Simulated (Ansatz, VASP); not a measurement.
## One calculation of H, two programs

```
H
1.0
     5.37678    0.00000    0.00000
    -2.68839    4.65643    0.00000
     0.00000    0.00000    4.03889
H
2
Direct
  0.33333 0.66667 0.25000
  0.66667 0.33333 0.75000
```

Alike in both runs: task single point; functional PBE; k mesh 6 × 6 × 6; occupations gaussian, width 0.05 eV; collinear spin.

|  | VASP | Ansatz |
| --- | --- | --- |
| version | VASP 6.6.1 | Ansatz 0.2.0 |
| potentials or method | VASP PAW PBE potentials, release 64 (H), cutoff 520 eV | scalar-relativistic, plane waves, PAW |
| valence electrons in the cell | 2 | 2 |

VASP gave:

```
gap on the k mesh at the Fermi level (eV)                     : 6.70
least direct gap on the mesh (eV)                             : 7.25
pressure (GPa)                                                : 0.0
net moment per atom (μB)                                      : 1.00
size of the moment on the site where the two differ most (μB) : 0.38
```

Q: Which values does Ansatz return?

A: gap on the k mesh at the Fermi level (eV): 6.70; least direct gap on the mesh (eV): 7.25; pressure (GPa): 0.1; net moment per atom (μB): 1.00; size of the moment on the site where the two differ most (μB): 0.94.

Site moments also hang on the region over which each program counts them. Ansatz's warnings: nearly empty spin channel levels not settled, published levels not confirmed.
